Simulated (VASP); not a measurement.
Cd:

```xyz
1
Lattice="0.0000 2.2181 2.2181 2.2181 0.0000 2.2181 2.2181 2.2181 0.0000" Properties=species:S:1:pos:R:3 pbc="T T T"
Cd    0.0000    0.0000    0.0000
```

Base run:

- Program: VASP 6.6.1
- Functional: PBE
- Potentials or basis: VASP PAW PBE potentials, release 64 (Cd)
- Cutoff: 520 eV
- k mesh: 10 × 10 × 10
- Occupations: fermi-dirac, width 0.05 eV
- Spin: no spin polarisation

Its results: band gap on the k mesh zero (band 6 reaches 3.98 eV, above the bottom of band 7 at 1.52 eV); pressure 2.6 GPa.

Q: The run is repeated on the same cell with these changes: functional from PBE to RPBE; cutoff from 520 eV to 500 eV; occupations from fermi-dirac, width 0.05 eV to gaussian, width 0.05 eV. What comes out?

A: Band gap on the k mesh zero (band 6 reaches 4.13 eV, above the bottom of band 7 at 1.69 eV); pressure 5.3 GPa.

Caveats: the PAW data sets were made with another functional, which shifts forces and pressure a little (some runs).
